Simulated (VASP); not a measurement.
# Si2Ni (Fm-3m) in VASP: a series of runs

The runs below take Si2Ni through single point, with LDA.

Everything below comes from runs of VASP 6.6.1. Logs are shortened: lines on timing, memory, paths and dates and some standing lists are left out, and cuts for length are marked.

## Step 1: The cell of the first run

It takes space group Fm-3m (No. 225, cubic). Conventional cell: a = 5.442 Å, b = 5.442 Å, c = 5.442 Å, α = 90.00°, β = 90.00°, γ = 90.00°. Ni (site symmetry m-3m) has 8 Si at 2.36 Å within 3.1 Å. Within 3.1 Å of Si (site symmetry -43m) lie 4 Ni at 2.36 Å and 6 Si at 2.72 Å.

## Step 2: Single point, LDA, collinear spin, ferromagnetic start (volume scaled by 1.02)

Contents of INCAR:

```
ALGO = Normal ; EDIFF = 1E-7
ENCUT = 520 ; GGA = CA
ISIF = 2 ; ISMEAR = -1
ISPIN = 2 ; LASPH = True
LCHARG = False ; LMAXMIX = 4
LORBIT = 11 ; LREAL = False
LWAVE = False ; MAGMOM = 1 0 0
NBANDS = 20 ; NELM = 150
PREC = Accurate ; SIGMA = 0.05
```

Contents of KPOINTS:

```
k-points
0
Gamma
  9 9 9
```

Contents of POSCAR:

```
Si2Ni
1.0
    0.0000000000      2.7209011839      2.7209011839
    2.7209011839      0.0000000000      2.7209011839
    2.7209011839      2.7209011839      0.0000000000
Ni Si
1 2
Direct
    0.0000000000      0.0000000000      0.0000000000
    0.7500000000      0.7500000000      0.7500000000
    0.2500000000      0.2500000000      0.2500000000
```

Potentials or basis: VASP PAW LDA potentials, release 64 (Ni, Si).

Started as:

```
> cat potpaw_LDA.64/Ni/POTCAR potpaw_LDA.64/Si/POTCAR > POTCAR
> mpirun -np 1 vasp_std > vasp.out
```

OUTCAR:

```text
EDIFF = 1E-7
   ENCUT = 520
   GGA = CA
   ISIF = 2
   ISMEAR = -1
   ISPIN = 2
   LASPH = True
   LORBIT = 11
   LREAL = False
   NELM = 150
   PREC = Accurate

 ion  position               nearest neighbor table
   1  0.000  0.000  0.000-   2 2.36   2 2.36   2 2.36   3 2.36   3 2.36   3 2.36   3 2.36   2 2.36

   2  0.750  0.750  0.750-   1 2.36   1 2.36   1 2.36   1 2.36   3 2.72   3 2.72   3 2.72   3 2.72
                             3 2.72   3 2.72
   3  0.250  0.250  0.250-   1 2.36   1 2.36   1 2.36   1 2.36   2 2.72   2 2.72   2 2.72   2 2.72
                             2 2.72   2 2.72

  LATTYP: Found a face centered cubic cell.
 ALAT       =     5.4418023678

  Lattice vectors:

 A1 = (   0.0000000000,   2.7209011839,   2.7209011839)
 A2 = (   2.7209011839,   0.0000000000,   2.7209011839)
 A3 = (   2.7209011839,   2.7209011839,   0.0000000000)

Analysis of symmetry for initial positions (statically):
=====================================================================
 Subroutine PRICEL returns:
 Original cell was already a primitive cell.

 Routine SETGRP: Setting up the symmetry group for a
 face centered cubic supercell.

 Subroutine GETGRP returns: Found 48 space group operations
 (whereof 48 operations were pure point group operations)
 out of a pool of 48 trial point group operations.

The static configuration has the point symmetry O_h .

Analysis of symmetry for dynamics (positions and initial velocities):
=====================================================================
 Subroutine PRICEL returns:
 Original cell was already a primitive cell.

 Routine SETGRP: Setting up the symmetry group for a
 face centered cubic supercell.

 Subroutine GETGRP returns: Found 48 space group operations
 (whereof 48 operations were pure point group operations)
 out of a pool of 48 trial point group operations.

The dynamic configuration has the point symmetry O_h .

Analysis of structural, dynamic, and magnetic symmetry:
=====================================================================
 Subroutine PRICEL returns:
 Original cell was already a primitive cell.

 Routine SETGRP: Setting up the symmetry group for a
 face centered cubic supercell.

 Subroutine GETGRP returns: Found 48 space group operations
 (whereof 48 operations were pure point group operations)
 out of a pool of 48 trial point group operations.

The overall configuration has the point symmetry O_h .

 Subroutine INISYM returns: Found 48 space group operations
[... 124 lines left out ...]
   GGA     = CA    functional components
   LHFCALC =     F    Hartree Fock is set to
   AEXX    =    0.0000 exact exchange contribution
   IVDW    =     0    specifies the selected vdW correction
   LEPSILON=     F    determine dielectric tensor
   LRPA    =     F    only Hartree local field effects (RPA)
 spin polarized calculation
  energy-cutoff  :      520.00
  volume of cell :       40.29
 maximum number of plane-waves:      1098
 NGX is ok and might be reduce to    30
   NGX = 15   NGY = 15   NGZ = 15

 number of electron      17.9999991 magnetization      -0.0000565

 number of electron      17.9999991 magnetization       0.0001060

 Free energy of the ion-electron system (eV)
  ---------------------------------------------------
  ext. energy  EPLUGINS =         0.00000000
  ---------------------------------------------------
  free energy    TOTEN  =       -19.86017554 eV

  energy without entropy =      -19.85427593  energy(sigma->0) =      -19.85722574

 E-fermi :  10.0418     XC(G=0): -11.6671

 val. band max:        9.9464483627   @ k =   0.3333   0.2222   0.0000
 cond. band min:      10.1276623272   @ k =  -0.4444   0.4444   0.1111
 fundamental gap:      0.1812139645
 Fermi energy:        10.0417939632

 spin component 1

 k-point     1 :       0.0000    0.0000    0.0000
  band No.  band energies     occupation
      1      -3.5587      1.00000
      2       4.9604      1.00000
      3       4.9604      1.00000
      4       4.9604      1.00000
      5       6.6374      1.00000
      6       6.6374      1.00000
[... 541 lines left out ...]
     19      23.7161      0.00000
     20      23.7161      0.00000

 [... further k-points ...]

 spin component 2

 k-point     1 :       0.0000    0.0000    0.0000
  band No.  band energies     occupation
      1      -3.5587      1.00000
      2       4.9605      1.00000
      3       4.9605      1.00000
      4       4.9605      1.00000
      5       6.6375      1.00000
      6       6.6375      1.00000
[... 541 lines left out ...]
     19      23.7161      0.00000
     20      23.7161      0.00000

 [... further k-points ...]

------------------------ aborting loop because EDIFF is reached ----------------------------------------

  FORCE on cell =-STRESS in cart. coord.  units (eV):
  Direction    XX          YY          ZZ          XY          YZ          ZX
  --------------------------------------------------------------------------------------
  -------------------------------------------------------------------------------------
  Total       -1.7431836     -1.7431836     -1.7431836      0.0000000      0.0000000     -0.0000000
  in kB      -69.3242886    -69.3242886    -69.3242886      0.0000000      0.0000000     -0.0000000
  external PRESSURE =     -69.3242886 kB  Pullay stress =       0.0000000 kB

 VOLUME and BASIS-vectors are now :
 -----------------------------------------------------------------------------
  energy-cutoff  :      520.00
  volume of cell :       40.29
      direct lattice vectors                 reciprocal lattice vectors
     0.000000000  2.720901184  2.720901184    -0.183762646  0.183762646  0.183762646
     2.720901184  0.000000000  2.720901184     0.183762646 -0.183762646  0.183762646
     2.720901184  2.720901184  0.000000000     0.183762646  0.183762646 -0.183762646

 POSITION                                       TOTAL-FORCE (eV/Angst)
 -----------------------------------------------------------------------------------
      0.00000      0.00000      0.00000         0.000000      0.000000     -0.000000
      4.08135      4.08135      4.08135        -0.000000      0.000000      0.000000
      1.36045      1.36045      1.36045        -0.000000     -0.000000     -0.000000
 -----------------------------------------------------------------------------------
    total drift:                                0.000000     -0.000000     -0.000000

  FREE ENERGIE OF THE ION-ELECTRON SYSTEM (eV)
  ---------------------------------------------------
  free  energy   TOTEN  =       -19.8601755431 eV

  energy  without entropy=      -19.8542759341  energy(sigma->0) =      -19.85722574

 total charge

# of ion       s       p       d       tot
------------------------------------------
    1        0.556   0.768   8.462   9.786
    2        0.757   0.833   0.000   1.591
    3        0.757   0.833   0.000   1.591
--------------------------------------------------
tot          2.070   2.434   8.462  12.967

 magnetization (x)

# of ion       s       p       d       tot
------------------------------------------
    1       -0.000  -0.000   0.000   0.000
    2        0.000   0.000   0.000   0.000
    3        0.000   0.000   0.000   0.000
--------------------------------------------------
tot          0.000   0.000   0.000   0.000
```

Wall time 35 s (1 thread of Intel Xeon 6975P-C (Granite Rapids), shared host); peak memory 0.18 GiB.

What came out:

```
Free energy                                           : -19.8602 eV
Pressure                                              : -6.9 GPa
Band gap on the k mesh                                : zero (filled and empty bands overlap)
Net moment                                            : 0.00 μB per cell
Valence electrons inside the program's atomic spheres : Ni 9.79; Si 1.59
```

Levels at points of the mesh, in eV from the Fermi level:
Spin up:
```tsv
k point	band 6	band 7	band 8	band 9	band 10	band 11	band 12	band 13
(0.00, 0.00, 0.00)	-3.40	-0.51	1.70	1.70	1.70	2.34	2.34	2.34
```
Spin down:
```csv
k point,band 5,band 6,band 7,band 8,band 9,band 10,band 11,band 12,band 13,band 14
"(0.00, 0.00, 0.00)",-3.40,-3.40,-0.51,1.70,1.70,1.70,2.34,2.34,2.34,4.67
```

## Step 3: Single point, LDA, collinear spin, ferromagnetic start (volume scaled by 1.04)

Contents of INCAR:

```
PREC = Accurate ; ENCUT = 520
EDIFF = 1E-6 ; ISMEAR = -1
SIGMA = 0.05 ; LREAL = F
LASPH = T ; NELM = 150
ALGO = Normal ; ISIF = 2
LWAVE = F ; LCHARG = T
ISPIN = 2 ; MAGMOM = 1 0 0
LORBIT = 11 ; LMAXMIX = 4
GGA = CA ; LELF = T
LVHAR = T ; NBANDS = 20
```

Contents of KPOINTS:

```
Automatic mesh
0
Gamma
  9 9 9
```

Contents of POSCAR:

```
Si2Ni
1.0
    0.0000000000      2.7385698685      2.7385698685
    2.7385698685      0.0000000000      2.7385698685
    2.7385698685      2.7385698685      0.0000000000
Ni Si
1 2
Direct
    0.0000000000      0.0000000000      0.0000000000
    0.7500000000      0.7500000000      0.7500000000
    0.2500000000      0.2500000000      0.2500000000
```

Potentials or basis: VASP PAW LDA potentials, release 64 (Ni, Si).

Started as:

```
> cat potpaw_LDA.64/Ni/POTCAR potpaw_LDA.64/Si/POTCAR > POTCAR
> mpirun -np 1 vasp_std > vasp.out
```

It took 31 s on 1 thread of Intel Xeon 6975P-C (Granite Rapids), shared host; peak memory 0.18 GiB.

The run converged. Its results:

- Free energy: -19.8199 eV
- Pressure: -9.4 GPa
- Band gap on the k mesh: zero (filled and empty bands overlap)
- Net moment: 0.00 μB per cell
- Valence electrons inside the program's atomic spheres: Ni 9.74; Si 1.58

Levels at points of the mesh, in eV from the Fermi level:
Spin up:
```csv
k point,band 6,band 7,band 8,band 9,band 10,band 11,band 12,band 13
"(0.00, 0.00, 0.00)",-3.28,-0.63,1.70,1.70,1.70,2.39,2.39,2.39
```
Spin down:
| k point | band 6 | band 7 | band 8 | band 9 | band 10 | band 11 | band 12 | band 13 |
| --- | --- | --- | --- | --- | --- | --- | --- | --- |
| (0.00, 0.00, 0.00) | -3.28 | -0.63 | 1.70 | 1.70 | 1.70 | 2.39 | 2.39 | 2.39 |
